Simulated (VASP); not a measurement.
# Ir3O (P6_3/mmc) in VASP: relaxation of cell and atoms with PBE

Aim: the relaxation of cell and atoms of Ir3O with PBE.

Program: VASP 6.6.1. These are calculated values, not measurements. Logs are shortened: lines on timing, memory, paths and dates and some standing lists are left out, and cuts for length are marked.

**1. The cell of the first run**

Symmetry: P6_3/mmc, No. 194, hexagonal system. Conventional cell: a = 6.050 Å, b = 6.050 Å, c = 3.443 Å, α = 90.00°, β = 90.00°, γ = 120.00°. Ir (site symmetry mm2) has 4 O at 2.33 to 3.03 Å and 6 Ir at 2.59 to 2.71 Å within 3.1 Å. Within 3.1 Å of O (site symmetry -6m2) lie 12 Ir at 2.33 to 3.03 Å.

**2. Relaxation of cell and atoms, PBE**

INCAR

```
  PREC = Accurate
  ENCUT = 600
  EDIFF = 1E-7
  ISMEAR = 0
  SIGMA = 0.1
  LREAL = F
  LASPH = T
  NELM = 60
  ALGO = Fast
  ISIF = 3
  LWAVE = F
  LCHARG = F
  GGA = PE
  IBRION = 2
  NSW = 100
  EDIFFG = -0.01
```

KPOINTS

```
regular mesh
0
Gamma
  6 6 12
```

POSCAR

```
Ir3O
1.0
    6.0498685201      0.0000000000      0.0000000000
   -3.0249342600      5.2393398279      0.0000000000
    0.0000000000      0.0000000000      3.4429748383
Ir O
6 2
Direct
    0.8158493091      0.6316986182      0.2500000000
    0.1841506909      0.8158493091      0.7500000000
    0.3683013818      0.1841506909      0.2500000000
    0.1841506909      0.3683013818      0.7500000000
    0.8158493091      0.1841506909      0.2500000000
    0.6316986182      0.8158493091      0.7500000000
    0.3333333333      0.6666666667      0.2500000000
    0.6666666667      0.3333333333      0.7500000000
```

Potentials or basis: VASP PAW PBE potentials, release 64 (Ir, O).

Started as:

```console
$ cat potpaw_PBE.64/Ir/POTCAR potpaw_PBE.64/O/POTCAR > POTCAR
$ mpirun -np 1 vasp_std > vasp.out
```

OUTCAR:

```text
PREC = Accurate
   ENCUT = 600
   EDIFF = 1E-7
   ISMEAR = 0
   LREAL = F
   LASPH = T
   NELM = 60
   ISIF = 3
   GGA = PE
   IBRION = 2
   NSW = 100
   EDIFFG = -0.01

 ion  position               nearest neighbor table
   1  0.816  0.632  0.250-   8 2.33   8 2.33   6 2.59   6 2.59   2 2.59   2 2.59   5 2.71   3 2.71
                             5 3.34   3 3.34
   2  0.184  0.816  0.750-   7 2.33   7 2.33   3 2.59   3 2.59   1 2.59   1 2.59   4 2.71   6 2.71
                             4 3.34   6 3.34
   3  0.368  0.184  0.250-   8 2.33   8 2.33   2 2.59   2 2.59   4 2.59   4 2.59   1 2.71   5 2.71
                             1 3.34   5 3.34
   4  0.184  0.368  0.750-   7 2.33   7 2.33   3 2.59   3 2.59   5 2.59   5 2.59   2 2.71   6 2.71
                             2 3.34   6 3.34
   5  0.816  0.184  0.250-   8 2.33   8 2.33   6 2.59   6 2.59   4 2.59   4 2.59   1 2.71   3 2.71
                             1 3.34   3 3.34
   6  0.632  0.816  0.750-   7 2.33   7 2.33   5 2.59   5 2.59   1 2.59   1 2.59   4 2.71   2 2.71
                             4 3.34   2 3.34
   7  0.333  0.667  0.250-   2 2.33   2 2.33   4 2.33   4 2.33   6 2.33   6 2.33
   8  0.667  0.333  0.750-   5 2.33   5 2.33   1 2.33   1 2.33   3 2.33   3 2.33

  LATTYP: Found a hexagonal cell.
 ALAT       =     6.0498685201
 C/A-ratio  =     0.5690991179

  Lattice vectors:

 A1 = (   6.0498685201,   0.0000000000,   0.0000000000)
 A2 = (  -3.0249342600,   5.2393398279,   0.0000000000)
 A3 = (   0.0000000000,   0.0000000000,   3.4429748383)

Analysis of symmetry for initial positions (statically):
=====================================================================
 Subroutine PRICEL returns:
 Original cell was already a primitive cell.

 Routine SETGRP: Setting up the symmetry group for a
 hexagonal supercell.

 Subroutine GETGRP returns: Found 24 space group operations
 (whereof 12 operations were pure point group operations)
 out of a pool of 24 trial point group operations.

The static configuration has the point symmetry D_3d.
 The point group associated with its full space group is D_6h.

Analysis of symmetry for dynamics (positions and initial velocities):
=====================================================================
 Subroutine PRICEL returns:
 Original cell was already a primitive cell.

 Routine SETGRP: Setting up the symmetry group for a
 hexagonal supercell.

[... 117 lines left out ...]
   EDIFF  = 0.1E-06   stopping-criterion for ELM
   LREAL  =      F    real-space projection
   EDIFFG = -.1E-01   stopping-criterion for IOM
   NSW    =    100    number of steps for IOM
   IBRION =      2    ionic relax: 0-MD 1-quasi-New 2-CG
   NFREE  =      1    steps in history (QN), initial steepest desc. (CG)
   ISIF   =      3    stress and relaxation
   ISYM   =      2    0-nonsym 1-usesym 2-fastsym
   POTIM  = 0.5000    time-step for ionic-motion
   TEBEG  =    0.0;   TEEND  =   0.0 temperature during run
   PSTRESS=    0.0 pullay stress
   NELECT =      66.0000    total number of electrons
   NUPDOWN=      -1.0000    fix difference up-down
   EMIN   =  10.00;   EMAX   =-10.00  energy-range for DOS
   EFERMI =   0.00;   METHOD = LEGACY
   ISMEAR =     0;   SIGMA  =   0.10  broadening in eV -4-tet -1-fermi 0-gaus
   EFERMI_NEDOS =   21; number of points for ismear=-14 and -15
   IALGO  =     68    algorithm
   IMIX   =      4    mixing-type and parameters
     AMIX     =   0.40;   BMIX     =  1.00
     AMIX_MAG =   1.60;   BMIX_MAG =  1.00
  volume/ion in A,a.u.               =      13.64        92.06
  Fermi-wavevector in a.u.,A,eV,Ry     =   1.384429  2.616191 26.077521  1.916644
  Thomas-Fermi vector in A             =   2.508934
   LORBIT       =      0    0 simple, 1 ext, 2 COOP (PROOUT), +10 PAW based schemes
   GGA     = PE    functional components
   LHFCALC =     F    Hartree Fock is set to
   AEXX    =    0.0000 exact exchange contribution
   IVDW    =     0    specifies the selected vdW correction
   LEPSILON=     F    determine dielectric tensor
   LRPA    =     F    only Hartree local field effects (RPA)
 conjugate gradient relaxation of ions
 non-spin polarized calculation
 RMM-DIIS sequential band-by-band and
 Gauss-broadening in eV      SIGMA  =   0.10
  energy-cutoff  :      600.00
  volume of cell :      109.13
 maximum number of plane-waves:      3669
   NGX = 25   NGY = 25   NGZ = 13

--------------------------------------- Ionic step        1  -------------------------------------------

 number of electron      65.9999995 magnetization

 Free energy of the ion-electron system (eV)
  ---------------------------------------------------
  ext. energy  EPLUGINS =         0.00000000
  ---------------------------------------------------
  free energy    TOTEN  =       -58.01517656 eV

  energy without entropy =      -57.98503013  energy(sigma->0) =      -58.00010335

------------------------ aborting loop because EDIFF is reached ----------------------------------------

  FORCE on cell =-STRESS in cart. coord.  units (eV):
  Direction    XX          YY          ZZ          XY          YZ          ZX
  --------------------------------------------------------------------------------------
  -------------------------------------------------------------------------------------
  Total        0.4398351      0.4398351     -1.4601866      0.0000000      0.0000000      0.0000000
  in kB        6.4571984      6.4571984    -21.4369295      0.0000000      0.0000000      0.0000000
  external PRESSURE =      -2.8408442 kB  Pullay stress =       0.0000000 kB
[... 197 lines left out ...]
--------------------------------------- Ionic step        6  -------------------------------------------

 number of electron      65.9999998 magnetization

 Free energy of the ion-electron system (eV)
  ---------------------------------------------------
  ext. energy  EPLUGINS =         0.00000000
  ---------------------------------------------------
  free energy    TOTEN  =       -58.02643668 eV

  energy without entropy =      -57.99654531  energy(sigma->0) =      -58.01149100

 E-fermi :   8.1739     XC(G=0): -13.1117

 val. band max:        8.1681173320   @ k =   0.3333   0.3333   0.0833
 cond. band min:       8.1902915060   @ k =   0.1667   0.0000   0.5000
 fundamental gap:      0.0221741740
 Fermi energy:         8.1739411004

 k-point     1 :       0.0000    0.0000    0.0000
  band No.  band energies     occupation
      1     -11.3803      2.00000
      2     -11.1968      2.00000
      3       0.7352      2.00000
      4       0.7955      2.00000
      5       0.7955      2.00000
      6       0.8132      2.00000
[... 997 lines left out ...]
     38       9.2500      0.00000
     39       9.3689      0.00000

 [... further k-points ...]
[... 5 lines left out ...]
  --------------------------------------------------------------------------------------
  -------------------------------------------------------------------------------------
  Total        0.0174064      0.0174064      0.0156313      0.0000000     -0.0000000      0.0000000
  in kB        0.2553890      0.2553890      0.2293444      0.0000000     -0.0000000      0.0000000
  external PRESSURE =       0.2467074 kB  Pullay stress =       0.0000000 kB
[... 23 lines left out ...]
  FREE ENERGIE OF THE ION-ELECTRON SYSTEM (eV)
  ---------------------------------------------------
  free  energy   TOTEN  =       -58.0264366803 eV

  energy  without entropy=      -57.9965453144  energy(sigma->0) =      -58.01149100

 reached required accuracy - stopping structural energy minimisation
```

Run time: 31 min. Hardware: 1 thread of Oxide Virtual Turin-like, shared host; peak memory 0.35 GiB.

What came out:

| Item | Value |
| --- | --- |
| Free energy | -58.0264 eV |
| Relaxed volume | 13.65 Å³/atom |
| Relaxed cell | a = 6.084 Å, b = 6.084 Å, c = 3.406 Å, α = 90.00°, β = 90.00°, γ = 120.00° |
| Space group after relaxing (to 0.1 Å) | P6_3/mmc (No. 194) |
| Energy gained by relaxing | 1.4 meV/atom |
| Ionic steps | 6 |
| Pressure after relaxing | 0.0 GPa |
| Band gap on the k mesh | zero (bands 33 and 34 overlap by 1.20 eV) |

Forces on the atoms (eV/Å):
```
Ir   0.000 -0.003  0.000
Ir   0.002 -0.001  0.000
Ir   0.002  0.001  0.000
Ir   0.000  0.003  0.000
Ir  -0.002  0.001  0.000
Ir  -0.002 -0.001  0.000
O    0.000  0.000  0.000
O    0.000  0.000  0.000
```

Step by step:
```
step  energy change (eV)  largest force (eV/Å)  pressure (GPa)  volume (Å³)
   1              0.0000                0.1305           -0.28       109.13
   2             -0.0085                0.0796            1.00       108.75
   3             -0.0087                0.0514            0.81       108.80
   4             -0.0087                0.0690           -1.24       109.72
   5             -0.0105                0.0604           -0.21       109.25
   6             -0.0113                0.0028            0.02       109.20
```

Final structure:
```
Ir O
1.0
     6.08404    0.00000    0.00000
    -3.04202    5.26893    0.00000
     0.00000    0.00000    3.40647
Ir O
6 2
Direct
  0.81611 0.63223 0.25000
  0.18389 0.81611 0.75000
  0.36777 0.18389 0.25000
  0.18389 0.36777 0.75000
  0.81611 0.18389 0.25000
  0.63223 0.81611 0.75000
  0.33333 0.66667 0.25000
  0.66667 0.33333 0.75000
```

Caveat: spin-orbit coupling is left out, which moves the levels of the heavy elements.

The gap in the log of VASP goes by the Fermi energy; the results here count the filled bands.